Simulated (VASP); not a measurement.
# NaScTe2 in VASP: a series of runs, part 2 of 2

VASP 6.6.1. The steps go on from the part before.

## Step 3: Single point, PBE

INCAR

```
PREC = Accurate ; ENCUT = 520
EDIFF = 1E-7 ; ISMEAR = -1
SIGMA = 0.05 ; LREAL = F
LASPH = T ; NELM = 100
ALGO = Normal ; ISIF = 2
LWAVE = F ; LCHARG = F
GGA = PE ; NBANDS = 40
```

KPOINTS

```
regular mesh
0
Gamma
  3 3 2
```

POSCAR

```
NaScTe2
1.0
    6.3103310000     -0.1746690000      0.4148600000
    1.4131830000      6.2718460000      0.5766950000
    0.3629280000      0.0521160000      6.6335400000
Na Sc Te
2 2 4
Direct
    0.8741959563      0.5841937870     -0.0202535253
    0.2451997742      0.2738608897      0.2949089349
    0.6893138918      0.8755954405      0.4275271916
    0.3891084131      0.1943256974      0.7791720297
    0.3575040137      0.6943173437      0.9893969953
    0.7600330062      0.3670817952      0.4594503796
    0.8766445335      0.0852462737      0.9753842065
    0.1497317649      0.6441173423      0.5731007922
```

Potentials or basis: VASP PAW PBE potentials, release 64 (Na_pv, Sc_sv, Te).

On the command line:

```sh
cat potpaw_PBE.64/Na_pv/POTCAR potpaw_PBE.64/Sc_sv/POTCAR potpaw_PBE.64/Te/POTCAR > POTCAR
mpirun -np 1 vasp_std > vasp.out
```

OUTCAR:

```text
PREC = Accurate
   ENCUT = 520
   EDIFF = 1E-7
   ISMEAR = -1
   LREAL = F
   LASPH = T
   NELM = 100
   ISIF = 2
   GGA = PE

 ion  position               nearest neighbor table
   1  0.874  0.584  0.980-   8 3.07   5 3.20   7 3.22   7 3.23
   2  0.245  0.274  0.295-   6 3.10   8 3.10
   3  0.689  0.876  0.428-   8 3.21   6 3.21   6 3.32   7 3.34   4 3.43
   4  0.389  0.194  0.779-   8 3.24   6 3.25   7 3.41   5 3.41   3 3.43   7 3.52
   5  0.358  0.694  0.989-   1 3.20   8 3.27   4 3.41   7 3.55
   6  0.760  0.367  0.459-   2 3.10   3 3.21   4 3.25   3 3.32   8 3.51
   7  0.877  0.085  0.975-   1 3.22   1 3.23   3 3.34   4 3.41   4 3.52   5 3.55
   8  0.150  0.644  0.573-   1 3.07   2 3.10   3 3.21   4 3.24   5 3.27   6 3.51

  Warning from LATTYP: Got some problem with cell dimensions!
  Tried to take original basis but could not verify dimensions!
  LATTYP: Found a triclinic cell.
 ALAT       =    15.3853297343
 B/A-ratio  =     0.9737661860
 C/A-ratio  =     1.0082867694
 COS(alpha) =     0.0050912354
 COS(beta)  =     0.6449166473
 COS(gamma) =     0.7639778118

  Lattice vectors:

 A1 = (  -7.0361870000,   0.0704370000, -13.6819400000)
 A2 = ( -11.5704070000,   6.5690680000,  -6.8865650000)
 A3 = (   4.1712920000,  -6.5507470000, -13.4289150000)

Analysis of symmetry for initial positions (statically):
=====================================================================
 Subroutine PRICEL returns:
 Original cell was already a primitive cell.

 Routine SETGRP: Setting up the symmetry group for a
 triclinic supercell.

 Subroutine GETGRP returns: Found  1 space group operations
 (whereof  1 operations were pure point group operations)
 out of a pool of  2 trial point group operations.

The static configuration has the point symmetry C_1 .

Analysis of symmetry for dynamics (positions and initial velocities):
=====================================================================
 Subroutine PRICEL returns:
 Original cell was already a primitive cell.

 Routine SETGRP: Setting up the symmetry group for a
 triclinic supercell.

 Subroutine GETGRP returns: Found  1 space group operations
 (whereof  1 operations were pure point group operations)
 out of a pool of  2 trial point group operations.

The dynamic configuration has the point symmetry C_1 .

 Subroutine INISYM returns: Found  1 space group operations
 (whereof  1 operations are pure point group operations),
 and found     1 'primitive' translations

----------------------------------------------------------------------------------------

                                     Primitive cell

  volume of cell :     263.0359

  direct lattice vectors                    reciprocal lattice vectors
     6.310331000 -0.174669000  0.414860000     0.158056339 -0.034843564 -0.008373683
     1.413183000  6.271846000  0.576695000     0.004487200  0.158568750 -0.001491285
     0.362928000  0.052116000  6.633540000    -0.010274906 -0.011606262  0.151402407

  length of vectors
     6.326365102  6.454898571  6.643665084     0.162067883  0.158639237  0.152193850

  position of ions in fractional coordinates (direct lattice)
     0.874195956  0.584193787  0.979746475
[... 49 lines left out ...]
  0.000000  0.333333 -0.000000      2.000000
  0.333333  0.333333 -0.000000      2.000000
 -0.333333  0.333333  0.000000      2.000000
 -0.000000 -0.000000  0.500000      1.000000
  0.333333 -0.000000  0.500000      2.000000
  0.000000  0.333333  0.500000      2.000000
  0.333333  0.333333  0.500000      2.000000
 -0.333333  0.333333  0.500000      2.000000
   k-points           NKPTS =     10   k-points in BZ     NKDIM =     10   number of bands    NBANDS=     40
   number of dos      NEDOS =    301   number of ions     NIONS =      8
   total plane-waves  NPLWV = 115200
   dimension x,y,z NGX =    48 NGY =   48 NGZ =   50
   dimension x,y,z NGXF=    96 NGYF=   96 NGZF=  100
   ions per type =               2   2   4
   NGX,Y,Z   is equivalent  to a cutoff of  12.61, 12.36, 12.51 a.u.
   NGXF,Y,Z  is equivalent  to a cutoff of  25.23, 24.72, 25.02 a.u.
 SYSTEM =  unknown system
   PREC   = accura    normal or accurate (medium, high low for compatibility)
   ISTART =      0    job   : 0-new  1-cont  2-samecut
   ICHARG =      2    charge: 1-file 2-atom 10-const
   ISPIN  =      1    spin polarized calculation?
   LNONCOLLINEAR =      F non collinear calculations
   LSORBIT =      F    spin-orbit coupling
   LASPH  =      T    aspherical Exc in radial PAW
   ENCUT  =  520.0 eV  38.22 Ry    6.18 a.u.  11.76 12.00 12.35*2*pi/ulx,y,z
   NELM   =    100;   NELMIN=  2; NELMDL= -5     # of ELM steps
   EDIFF  = 0.1E-06   stopping-criterion for ELM
   LREAL  =      F    real-space projection
   EDIFFG = 0.1E-05   stopping-criterion for IOM
   NSW    =      0    number of steps for IOM
   IBRION =     -1    ionic relax: 0-MD 1-quasi-New 2-CG
   NFREE  =      0    steps in history (QN), initial steepest desc. (CG)
   ISIF   =      2    stress and relaxation
   ISYM   =      2    0-nonsym 1-usesym 2-fastsym
   POTIM  = 0.5000    time-step for ionic-motion
   TEBEG  =    0.0;   TEEND  =   0.0 temperature during run
   PSTRESS=    0.0 pullay stress
   NELECT =      60.0000    total number of electrons
   NUPDOWN=      -1.0000    fix difference up-down
   EMIN   =  10.00;   EMAX   =-10.00  energy-range for DOS
   EFERMI =   0.00;   METHOD = LEGACY
   ISMEAR =    -1;   SIGMA  =   0.05  broadening in eV -4-tet -1-fermi 0-gaus
   EFERMI_NEDOS =   21; number of points for ismear=-14 and -15
   IALGO  =     38    algorithm
   IMIX   =      4    mixing-type and parameters
     AMIX     =   0.40;   BMIX     =  1.00
     AMIX_MAG =   1.60;   BMIX_MAG =  1.00
  volume/ion in A,a.u.               =      32.88       221.88
  Fermi-wavevector in a.u.,A,eV,Ry     =   1.000277  1.890249 13.613363  1.000554
  Thomas-Fermi vector in A             =   2.132623
   LORBIT       =      0    0 simple, 1 ext, 2 COOP (PROOUT), +10 PAW based schemes
   GGA     = PE    functional components
   LHFCALC =     F    Hartree Fock is set to
   AEXX    =    0.0000 exact exchange contribution
   IVDW    =     0    specifies the selected vdW correction
   LEPSILON=     F    determine dielectric tensor
   LRPA    =     F    only Hartree local field effects (RPA)
 non-spin polarized calculation
  energy-cutoff  :      520.00
  volume of cell :      263.04
 maximum number of plane-waves:      7103
   NGX = 23   NGY = 23   NGZ = 25

 number of electron      60.0000007 magnetization

 Free energy of the ion-electron system (eV)
  ---------------------------------------------------
  ext. energy  EPLUGINS =         0.00000000
  ---------------------------------------------------
  free energy    TOTEN  =       -30.61473417 eV

  energy without entropy =      -30.56413900  energy(sigma->0) =      -30.58943659

 E-fermi :   3.5299     XC(G=0):  -8.4749

 val. band max:        3.5223696237   @ k =   0.3333   0.3333  -0.0000
 cond. band min:       3.5802989365   @ k =  -0.3333   0.3333   0.5000
 fundamental gap:      0.0579293128
 Fermi energy:         3.5298551788

 k-point     1 :       0.0000    0.0000    0.0000
  band No.  band energies     occupation
      1     -47.4467      2.00000
      2     -47.3156      2.00000
      3     -26.1280      2.00000
      4     -26.0260      2.00000
      5     -25.9601      2.00000
      6     -25.9365      2.00000
[... 419 lines left out ...]
     39       5.0445      0.00000
     40       5.3149      0.00000

------------------------ aborting loop because EDIFF is reached ----------------------------------------

  FORCE on cell =-STRESS in cart. coord.  units (eV):
  Direction    XX          YY          ZZ          XY          YZ          ZX
  --------------------------------------------------------------------------------------
  -------------------------------------------------------------------------------------
  Total       -9.3003087    -10.8708849     -1.1037848     -5.2762886      3.7644366      0.5683692
  in kB      -56.6490943    -66.2156289     -6.7232619    -32.1383928     22.9295537      3.4619929
  external PRESSURE =     -43.1959951 kB  Pullay stress =       0.0000000 kB

 VOLUME and BASIS-vectors are now :
 -----------------------------------------------------------------------------
  energy-cutoff  :      520.00
  volume of cell :      263.04
      direct lattice vectors                 reciprocal lattice vectors
     6.310331000 -0.174669000  0.414860000     0.158056339 -0.034843564 -0.008373683
     1.413183000  6.271846000  0.576695000     0.004487200  0.158568750 -0.001491285
     0.362928000  0.052116000  6.633540000    -0.010274906 -0.011606262  0.151402407

 POSITION                                       TOTAL-FORCE (eV/Angst)
 -----------------------------------------------------------------------------------
      6.69762      3.56234      7.19876        -0.284233      0.013527     -0.006109
      2.04134      1.69015      2.21595         0.073596     -0.075456     -0.134475
      5.74234      5.39348      3.62694         0.640405     -0.466132     -0.107684
      3.01280      1.19142      5.44216         0.632876      0.218015      0.130312
      3.59625      4.34377      7.11193         0.715626      0.257898     -0.256316
      5.48156      2.19347      3.57478        -0.765096      0.053898      0.194411
      6.00638      0.43236      6.88310        -0.935774     -0.123610      0.372095
      2.06311      4.04352      4.23526        -0.077401      0.121860     -0.192234
 -----------------------------------------------------------------------------------
    total drift:                                0.000511     -0.000439     -0.000099

  FREE ENERGIE OF THE ION-ELECTRON SYSTEM (eV)
  ---------------------------------------------------
  free  energy   TOTEN  =       -30.6147341706 eV

  energy  without entropy=      -30.5641390014  energy(sigma->0) =      -30.58943659
```

It took 4.7 min on 1 thread of Intel Xeon Platinum 8488C (Sapphire Rapids), shared host; peak memory 0.37 GiB.

Results:

- Free energy: -30.6147 eV
- Pressure: -4.3 GPa
- Largest force: 1.015 eV/Å
- Band gap on the k mesh: zero (band 30 reaches 3.52 eV, above the bottom of band 31 at 3.51 eV)

Forces on the atoms (eV/Å):
```
Na  -0.284  0.014 -0.006
Na   0.074 -0.075 -0.134
Sc   0.640 -0.466 -0.108
Sc   0.633  0.218  0.130
Te   0.716  0.258 -0.256
Te  -0.765  0.054  0.194
Te  -0.936 -0.124  0.372
Te  -0.077  0.122 -0.192
```

Caveat: the k points lie up to 0.48 Å⁻¹ apart; spin-orbit coupling is left out, which moves the levels of the heavy elements.
